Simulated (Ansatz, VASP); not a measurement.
This is a calculation of Be for VASP 6.6.1.

Contents of INCAR:

```
SYSTEM = Be
PREC     = Accurate       ! precision mode
ENCUT    = 520            ! plane-wave cutoff, eV
EDIFF    = 1E-6           ! SCF threshold, eV
ISMEAR   = -1             ! smearing method
SIGMA    = 0.05           ! smearing width, eV
LREAL    = .FALSE.        ! projectors in reciprocal space
LASPH    = .TRUE.         ! aspherical terms in the spheres
NELM     = 60             ! most SCF steps
ALGO     = Normal         ! electronic algorithm
ISIF     = 2              ! what is computed and relaxed
LWAVE    = .FALSE.        ! write WAVECAR
LCHARG   = .TRUE.         ! write CHGCAR
LELF     = .TRUE.         ! ELF
LVHAR    = .TRUE.       
NBANDS   = 9              ! bands
```

Contents of KPOINTS:

```
regular mesh
0
G
  13 13 8
  0 0 0
```

File POSCAR:

```
Be
1.0
    2.3301211831      0.0000000000      0.0000000000
   -1.1650605915      2.0179441385      0.0000000000
    0.0000000000      0.0000000000      3.6544962781
Be
2
Direct
    0.6666666667      0.3333333333      0.7500000000
    0.3333333333      0.6666666667      0.2500000000
```

Potentials or basis: VASP PAW LDA potentials, release 64 (Be).

The run is started by

```console
$ cat potpaw_LDA.64/Be/POTCAR > POTCAR
$ mpirun -np 1 vasp_std > vasp.out
```

Problem. Set up the same calculation for Ansatz 0.2.0. Potentials there: Ansatz PAW.

Solution. As run (the cutoff follows the program's own potentials):

input.yaml

```yaml
crystal:
  lattice:
    - [2.3301211831, 0.0, 0.0]
    - [-1.1650605915, 2.0179441385, 0.0]
    - [0.0, 0.0, 3.6544962781]
  atoms:
    - { symbol: Be, position: [0.6666666667, 0.3333333333, 0.75] }
    - { symbol: Be, position: [0.3333333333, 0.6666666667, 0.25] }
hamiltonian:
  xc: lda
  pseudopotentials: { kind: paw }
kpoints:
  mp_grid: { grid: [13, 13, 8] }
scf:
  occupations: { method: fermi_dirac, width: 0.05 }
output:
  forces: true
  stress: true
  eigenvalues: true
```

Potentials or basis: Ansatz PAW.

Launch:

```bash
$ ansatz run input.yaml --threads 2 --pin off --max-ram 5632MiB --backend cpu --events-out ev --progress --plain --runs-dir out
```

Both were run:

|  | VASP | Ansatz | Ansatz less VASP |
| --- | --- | --- | --- |
| gap on the k mesh at the Fermi level (eV) | none | none | - |
| pressure (GPa) | -13.3 | -13.6 | -0.31 |
| traceless stress, the component that is largest in VASP (GPa) | -1.36 | -1.36 | -0.006 |

LDA's correlation is that of Perdew and Zunger in VASP and of Perdew and Wang (1992) in Ansatz. A gap of «none» marks a metal or a gap that the smearing closes.
